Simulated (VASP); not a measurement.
# Zn36HO36 (a cell with a defect) in VASP: single point with PBE

Aim: the single point of Zn36HO36 (a cell with a defect) with PBE.

Program: VASP 6.6.1. These are calculated values, not measurements. Logs are shortened: lines on timing, memory, paths and dates and some standing lists are left out, and cuts for length are marked.

## Step 1: The cell of the first run

The cell holds a defect, 73 atoms: a = 9.838 Å, b = 9.838 Å, c = 10.588 Å, α = 90.00°, β = 90.00°, γ = 120.00°.

## Step 2: Single point, PBE

File INCAR:

```
SYSTEM = Zn36HO36
PREC = Accurate
ENCUT = 520
EDIFF = 1E-6
ISMEAR = 0
SIGMA = 0.02
LREAL = Auto
LASPH = .TRUE.
NELM = 100
ALGO = Normal
ISIF = 2
LWAVE = .FALSE.
LCHARG = .FALSE.
GGA = PE
NELECT = 648.0
NBANDS = 366
```

File KPOINTS:

```
regular mesh
0
G
  1 1 1
  0 0 0
```

File POSCAR:

```
Zn36HO36
1.0
    9.8384282163      0.0000000000      0.0000000000
   -4.9192141082      8.5203287686      0.0000000000
    0.0000000000      0.0000000000     10.5875275223
Zn O H
36 36 1
Direct
    0.0729145894      0.2604188242      0.2794812097
    0.1111344767      0.2221988202      0.7501338706
    0.1106250733      0.5635308367      0.2499960443
    0.1100559513      0.5556911158      0.7522097093
    0.1051809762      0.8767828335      0.2528893544
    0.1096472613      0.8855306180      0.7453939537
    0.4565504918      0.2281523463      0.2528893544
    0.4478028052      0.2236860867      0.7453939537
    0.4449180982      0.5563575220      0.2518958269
    0.4464735892      0.5565503549      0.7528323287
    0.4454550842      0.8878781800      0.2507496669
    0.4449622078      0.8883711187      0.7497025140
    0.7698024628      0.2227081902      0.2499960443
    0.7776422465      0.2232774171      0.7522097093
    0.7767321776      0.5566010572      0.2500489368
    0.7780265469      0.5553068583      0.7504717209
    0.7769758193      0.8884152485      0.2518958269
    0.7767830423      0.8868597921      0.7528323287
    0.2220626916      0.1112705889      0.5007629958
    0.2275534467      0.1057799557      0.9770882747
    0.2270654157      0.4527234928      0.5086517120
    0.2221764138      0.4422681451      0.9991456436
    0.2229080812      0.7781987268      0.5004329848
    0.2235846040      0.7760424720      0.9977091420
    0.5551346876      0.1104253164      0.5004329848
    0.5572908832      0.1097486993      0.9977091420
    0.5563242483      0.4460887723      0.5007142592
    0.5564534704      0.4442806261      0.9992092089
    0.5553708204      0.7779624684      0.5014403022
    0.5559466336      0.7773867863      1.0009874333
    0.8806098579      0.1062679651      0.5086517120
    0.8910651969      0.1111569783      0.9991456436
    0.8884674462      0.4448658148      0.5010827116
    0.8888930331      0.4444403617      1.0002910479
    0.8872445823      0.7770091014      0.5007142592
    0.8890527307      0.7768798810      0.9992092089
    0.2355424024      0.0977908274      0.1752449754
    0.2225220971      0.1108113344      0.6897256215
    0.2206170034      0.4456090960      0.1906062578
    0.2231831113      0.4453890340      0.6946677574
    0.2243479910      0.7797592300      0.1874008824
    0.2228890309      0.7764121761      0.6883819650
    0.5535741222      0.1089853485      0.1874008824
    0.5569212058      0.1104443297      0.6883819650
    0.5543370342      0.4446236880      0.1890116456
    0.5563173059      0.4458364346      0.6888047266
    0.5559986825      0.7773345583      0.1901831184
    0.5560126962      0.7773207091      0.6900039678
    0.8877242848      0.1127163078      0.1906062578
    0.8879443213      0.1101502096      0.6946677574
    0.8884834959      0.4448497356      0.1902476282
    0.8890463935      0.4442868465      0.6896000964
    0.8887097244      0.7789963486      0.1890116456
    0.8874968649      0.7770160260      0.6888047266
    0.1080149713      0.2253184181      0.4499172248
    0.1137411560      0.2195922306      0.9411898084
    0.1109640992      0.5550830406      0.4387253766
    0.1110393261      0.5532335815      0.9410582385
    0.1109055292      0.8899352602      0.4390998739
    0.1094070115      0.8826914083      0.9348443231
    0.4433980597      0.2224278020      0.4390998739
    0.4506419615      0.2239263357      0.9348443231
    0.4438359862      0.5556780881      0.4400978406
    0.4444290225      0.5548026524      0.9418239508
    0.4443770626      0.8889561900      0.4390984571
    0.4452444147      0.8880888526      0.9387679020
    0.7782502159      0.2223692361      0.4387253766
    0.7800996901      0.2222940043      0.9410582385
    0.7777267584      0.5556066120      0.4385700996
    0.7782294435      0.5551038145      0.9396376991
    0.7776552134      0.8894973663      0.4400978406
    0.7785306224      0.8889043141      0.9418239508
    0.1790289279      0.1543043744      0.1866218525
```

Potentials or basis: VASP PAW PBE potentials, release 64 (Zn, O, H).

Started as:

```console
> cat potpaw_PBE.64/Zn/POTCAR potpaw_PBE.64/O/POTCAR potpaw_PBE.64/H/POTCAR > POTCAR
> mpirun -np 1 vasp_gam > vasp.out
```

OUTCAR:

```text
SYSTEM = Zn36HO36
   PREC = Accurate
   ENCUT = 520
   EDIFF = 1E-6
   ISMEAR = 0
   LREAL = Auto
   LASPH = .TRUE.
   NELM = 100
   ISIF = 2
   GGA = PE
   NELECT = 648.0

 ion  position               nearest neighbor table
   1  0.073  0.260  0.279-  55 1.90  39 1.92  49 1.92   3 2.83  13 2.83  21 2.98  31 2.98
   2  0.111  0.222  0.750-  50 1.99  40 1.99  38 2.00  56 2.02
   3  0.111  0.564  0.250-  41 1.96  51 2.00  57 2.00  39 2.04   1 2.83
   4  0.110  0.556  0.752-  52 2.00  42 2.00  40 2.00  58 2.00
   5  0.105  0.877  0.253-  53 1.97  41 1.97  59 1.97  37 2.06
   6  0.110  0.886  0.745-  54 1.99  42 1.99  60 2.01  38 2.01
   7  0.457  0.228  0.253-  45 1.97  43 1.97  61 1.97  37 2.06
   8  0.448  0.224  0.745-  46 1.99  44 1.99  62 2.01  38 2.01
   9  0.445  0.556  0.252-  63 1.99  47 1.99  45 2.00  39 2.02
  10  0.446  0.557  0.753-  48 2.00  46 2.00  40 2.00  64 2.00
  11  0.445  0.888  0.251-  47 1.99  65 1.99  41 2.00  43 2.00
  12  0.445  0.888  0.750-  48 2.00  42 2.00  44 2.00  66 2.00
  13  0.770  0.223  0.250-  43 1.96  51 2.00  67 2.00  49 2.04   1 2.83
  14  0.778  0.223  0.752-  52 2.00  44 2.00  50 2.00  68 2.00
  15  0.777  0.557  0.250-  69 2.00  45 2.00  53 2.00  51 2.01
  16  0.778  0.555  0.750-  52 2.00  54 2.00  46 2.00  70 2.00
  17  0.777  0.888  0.252-  71 1.99  47 1.99  53 2.00  49 2.02
  18  0.777  0.887  0.753-  48 2.00  54 2.00  50 2.00  72 2.00
[... 52 lines left out ...]
  71  0.778  0.889  0.440-  31 1.99  17 1.99  35 2.00  29 2.00
  72  0.779  0.889  0.942-  32 1.99  36 1.99  30 2.00  18 2.00
  73  0.179  0.154  0.187-  37 0.97

  LATTYP: Found a hexagonal cell.
 ALAT       =     9.8384282163
 C/A-ratio  =     1.0761401404

  Lattice vectors:

 A1 = (   9.8384282163,   0.0000000000,   0.0000000000)
 A2 = (  -4.9192141082,   8.5203287686,   0.0000000000)
 A3 = (   0.0000000000,   0.0000000000,  10.5875275223)

Analysis of symmetry for initial positions (statically):
=====================================================================
 Subroutine PRICEL returns:
 Original cell was already a primitive cell.

 Routine SETGRP: Setting up the symmetry group for a
 hexagonal supercell.

 Subroutine GETGRP returns: Found  2 space group operations
 (whereof  1 operations were pure point group operations)
 out of a pool of 24 trial point group operations.

The static configuration has the point symmetry C_1 .
 The point group associated with its full space group is C_1h.

Analysis of symmetry for dynamics (positions and initial velocities):
=====================================================================
 Subroutine PRICEL returns:
 Original cell was already a primitive cell.

 Routine SETGRP: Setting up the symmetry group for a
 hexagonal supercell.

 Subroutine GETGRP returns: Found  2 space group operations
 (whereof  1 operations were pure point group operations)
 out of a pool of 24 trial point group operations.

The dynamic configuration has the point symmetry C_1 .
 The point group associated with its full space group is C_1h.

 Subroutine INISYM returns: Found  2 space group operations
 (whereof  1 operations are pure point group operations),
 and found     1 'primitive' translations

----------------------------------------------------------------------------------------

                                     Primitive cell

  volume of cell :     887.5169

  direct lattice vectors                    reciprocal lattice vectors
     9.838428216  0.000000000  0.000000000     0.101642252  0.058683182  0.000000000
    -4.919214108  8.520328769  0.000000000     0.000000000  0.117366363  0.000000000
     0.000000000  0.000000000 10.587527522     0.000000000  0.000000000  0.094450758

  length of vectors
     9.838428216  9.838428216 10.587527522     0.117366363  0.117366363  0.094450758

[... 163 lines left out ...]
     0.000000000  0.117366363  0.000000000     0.000000000  1.000000000  0.000000000
     0.000000000  0.000000000  0.094450758     0.000000000  0.000000000  1.000000000

  Length of vectors
     0.117366363  0.117366363  0.094450758

  Shift w.r.t. Gamma in fractional coordinates (k-lattice)
     0.000000000  0.000000000  0.000000000

 Subroutine IBZKPT returns following result:
 ===========================================

 Found      1 irreducible k-points:

 Following reciprocal coordinates:
            Coordinates               Weight
  0.000000  0.000000  0.000000      1.000000
   k-points           NKPTS =      1   k-points in BZ     NKDIM =      1   number of bands    NBANDS=    366
   number of dos      NEDOS =    301   number of ions     NIONS =     73
   total plane-waves  NPLWV = 512000
   dimension x,y,z NGX =    80 NGY =   80 NGZ =   80
   dimension x,y,z NGXF=   160 NGYF=  160 NGZF=  160
   ions per type =              36  36   1
   NGX,Y,Z   is equivalent  to a cutoff of  13.52, 13.52, 12.56 a.u.
   NGXF,Y,Z  is equivalent  to a cutoff of  27.04, 27.04, 25.12 a.u.
 SYSTEM =  Zn36HO36
   PREC   = accura    normal or accurate (medium, high low for compatibility)
   ISTART =      0    job   : 0-new  1-cont  2-samecut
   ICHARG =      2    charge: 1-file 2-atom 10-const
   ISPIN  =      1    spin polarized calculation?
   LNONCOLLINEAR =      F non collinear calculations
   LSORBIT =      F    spin-orbit coupling
   LASPH  =      T    aspherical Exc in radial PAW
   ENCUT  =  520.0 eV  38.22 Ry    6.18 a.u.  18.29 18.29 19.69*2*pi/ulx,y,z
   NELM   =    100;   NELMIN=  2; NELMDL= -5     # of ELM steps
   EDIFF  = 0.1E-05   stopping-criterion for ELM
   LREAL  =      T    real-space projection
   EDIFFG = 0.1E-04   stopping-criterion for IOM
   NSW    =      0    number of steps for IOM
   IBRION =     -1    ionic relax: 0-MD 1-quasi-New 2-CG
   NFREE  =      0    steps in history (QN), initial steepest desc. (CG)
   ISIF   =      2    stress and relaxation
   ISYM   =      2    0-nonsym 1-usesym 2-fastsym
   POTIM  = 0.5000    time-step for ionic-motion
   TEBEG  =    0.0;   TEEND  =   0.0 temperature during run
   PSTRESS=    0.0 pullay stress
   NELECT =     648.0000    total number of electrons
   NUPDOWN=      -1.0000    fix difference up-down
   EMIN   =  10.00;   EMAX   =-10.00  energy-range for DOS
   EFERMI =   0.00;   METHOD = LEGACY
   ISMEAR =     0;   SIGMA  =   0.02  broadening in eV -4-tet -1-fermi 0-gaus
   EFERMI_NEDOS =   21; number of points for ismear=-14 and -15
   IALGO  =     38    algorithm
   IMIX   =      4    mixing-type and parameters
     AMIX     =   0.40;   BMIX     =  1.00
     AMIX_MAG =   1.60;   BMIX_MAG =  1.00
  volume/ion in A,a.u.               =      12.16        82.04
  Fermi-wavevector in a.u.,A,eV,Ry     =   1.474148  2.785735 29.566970  2.173111
  Thomas-Fermi vector in A             =   2.588954
   LORBIT       =      0    0 simple, 1 ext, 2 COOP (PROOUT), +10 PAW based schemes
   GGA     = PE    functional components
   LHFCALC =     F    Hartree Fock is set to
   AEXX    =    0.0000 exact exchange contribution
   IVDW    =     0    specifies the selected vdW correction
   LEPSILON=     F    determine dielectric tensor
   LRPA    =     F    only Hartree local field effects (RPA)
 non-spin polarized calculation
 Gauss-broadening in eV      SIGMA  =   0.02
  energy-cutoff  :      520.00
  volume of cell :      887.52
 maximum number of plane-waves:     11978
 NGX is ok and might be reduce to    80
   NGX = 37   NGY = 37   NGZ = 39

 number of electron     648.0000061 magnetization

 Free energy of the ion-electron system (eV)
  ---------------------------------------------------
  ext. energy  EPLUGINS =         0.00000000
  ---------------------------------------------------
  free energy    TOTEN  =      -324.30257018 eV

  energy without entropy =     -324.30257018  energy(sigma->0) =     -324.30257018

 E-fermi :   1.1456     XC(G=0): -10.7008

 val. band max:        0.9879539941   @ k =   0.0000   0.0000   0.0000
 cond. band min:       1.6578006492   @ k =   0.0000   0.0000   0.0000
 fundamental gap:      0.6698466552
 Fermi energy:         1.1455588028

 k-point     1 :       0.0000    0.0000    0.0000
  band No.  band energies     occupation
      1     -18.7312      2.00000
      2     -16.8798      2.00000
      3     -16.6074      2.00000
      4     -16.5848      2.00000
      5     -16.5301      2.00000
      6     -16.5074      2.00000
[... 328 lines left out ...]
    335       5.8130      0.00000
    336       6.0428      0.00000
 [bands above 336 left out]

------------------------ aborting loop because EDIFF is reached ----------------------------------------

  FORCE on cell =-STRESS in cart. coord.  units (eV):
  Direction    XX          YY          ZZ          XY          YZ          ZX
  --------------------------------------------------------------------------------------
  -------------------------------------------------------------------------------------
  Total        6.7366902      6.2095410      1.9188429     -0.4565246      0.6412301     -1.1106438
  in kB       12.1613148     11.2096862      3.4639640     -0.8241346      1.1575717     -2.0049741
  external PRESSURE =       8.9449883 kB  Pullay stress =       0.0000000 kB

 VOLUME and BASIS-vectors are now :
 -----------------------------------------------------------------------------
  energy-cutoff  :      520.00
  volume of cell :      887.52
      direct lattice vectors                 reciprocal lattice vectors
     9.838428216  0.000000000  0.000000000     0.101642252  0.058683182  0.000000000
    -4.919214108  8.520328769  0.000000000     0.000000000  0.117366363  0.000000000
     0.000000000  0.000000000 10.587527522     0.000000000  0.000000000  0.094450758

 POSITION                                       TOTAL-FORCE (eV/Angst)
 -----------------------------------------------------------------------------------
     -0.56369      2.21885      2.95901         0.000964     -0.000556     -0.003300
      0.00035      1.89321      7.94206         0.001768     -0.001021      0.003114
     -1.68375      4.80147      2.64684         0.000180     -0.007312     -0.000599
     -1.65079      4.73467      7.96404        -0.002013      0.001881      0.001211
     -3.27827      7.47048      2.67747         0.001030      0.022670     -0.006488
     -3.27736      7.54501      7.89188         0.000269      0.005512     -0.000634
[... 65 lines left out ...]
      3.28681      7.57376      9.97159        -0.002434      0.000239      0.002048
      1.00231      1.31472      1.97586        -0.117674      0.067939      0.012435
 -----------------------------------------------------------------------------------
    total drift:                                0.020202     -0.018038     -0.006122

  FREE ENERGIE OF THE ION-ELECTRON SYSTEM (eV)
  ---------------------------------------------------
  free  energy   TOTEN  =      -324.3025701819 eV

  energy  without entropy=     -324.3025701819  energy(sigma->0) =     -324.30257018
```

Run time: 14 min. Hardware: 1 thread of AMD EPYC 7R43 (Zen 3), shared host; peak memory 0.96 GiB.

Results:

| Property | Result |
| --- | --- |
| Free energy | -324.3026 eV |
| Largest force | 0.136 eV/Å |

Forces on the atoms (eV/Å):
```
Zn   0.001 -0.001 -0.003
Zn   0.002 -0.001  0.003
Zn   0.000 -0.007 -0.001
Zn  -0.002  0.002  0.001
Zn   0.001  0.023 -0.006
Zn   0.000  0.006 -0.001
Zn  -0.019 -0.012 -0.006
Zn  -0.005 -0.003 -0.001
Zn  -0.001 -0.001 -0.007
Zn   0.000  0.001  0.002
Zn  -0.002  0.001 -0.004
Zn  -0.002  0.001  0.000
Zn   0.006  0.004 -0.001
Zn  -0.003  0.001  0.001
Zn   0.000  0.000 -0.005
Zn   0.000  0.000  0.000
Zn   0.001  0.002 -0.007
Zn   0.000  0.000  0.002
Zn  -0.005  0.003 -0.005
Zn  -0.003  0.001  0.014
Zn  -0.002  0.000 -0.007
Zn  -0.001 -0.001  0.006
Zn  -0.004  0.000 -0.007
Zn  -0.002  0.001  0.003
Zn  -0.002  0.003 -0.007
Zn  -0.002  0.001  0.003
Zn   0.001 -0.003 -0.005
Zn   0.000 -0.003  0.002
Zn  -0.002  0.001 -0.003
Zn  -0.002  0.001 -0.003
Zn  -0.001  0.002 -0.007
Zn   0.000  0.001  0.006
Zn   0.000  0.000 -0.002
Zn  -0.001  0.000  0.000
Zn   0.003  0.001 -0.005
Zn   0.003  0.001  0.002
O    0.088 -0.051 -0.007
O    0.001 -0.001  0.007
O    0.023  0.026 -0.027
O    0.000  0.000  0.016
O    0.014  0.012 -0.014
O    0.005 -0.006  0.003
O   -0.003 -0.019 -0.014
O    0.008 -0.001  0.003
O   -0.005  0.009 -0.008
O    0.000  0.005  0.003
O    0.000  0.000 -0.003
O    0.000  0.000  0.001
O   -0.011 -0.033 -0.027
O    0.000  0.000  0.016
O    0.001 -0.001 -0.002
O    0.000  0.000  0.000
O   -0.010  0.000 -0.008
O   -0.004 -0.003  0.003
O    0.027 -0.015  0.045
O   -0.002  0.001  0.007
O    0.001 -0.003  0.002
O    0.002 -0.003  0.004
O   -0.003 -0.001  0.010
O   -0.004 -0.018  0.001
O   -0.001  0.003  0.010
O    0.014  0.013  0.001
O    0.001  0.000 -0.001
O   -0.001  0.002  0.002
O    0.002 -0.001  0.003
O    0.004 -0.002  0.001
O    0.003  0.001  0.002
O    0.003  0.000  0.004
O    0.004 -0.002  0.002
O    0.004 -0.002 -0.001
O    0.000  0.000 -0.001
O   -0.002  0.000  0.002
H   -0.118  0.068  0.012
```

Levels at points of the mesh, in eV from the Fermi level:
```
           k point  band 322  band 323  band 324  band 325  band 326  band 327
(0.00, 0.00, 0.00)     -0.25     -0.16     -0.16      0.51      3.06      3.15
```

Caveat: the k points lie up to 0.74 Å⁻¹ apart; the cell carries a net charge on a neutralising background, which shifts energy and pressure; the cell is charged against a uniform background, so pressure and absolute levels hang on convention.
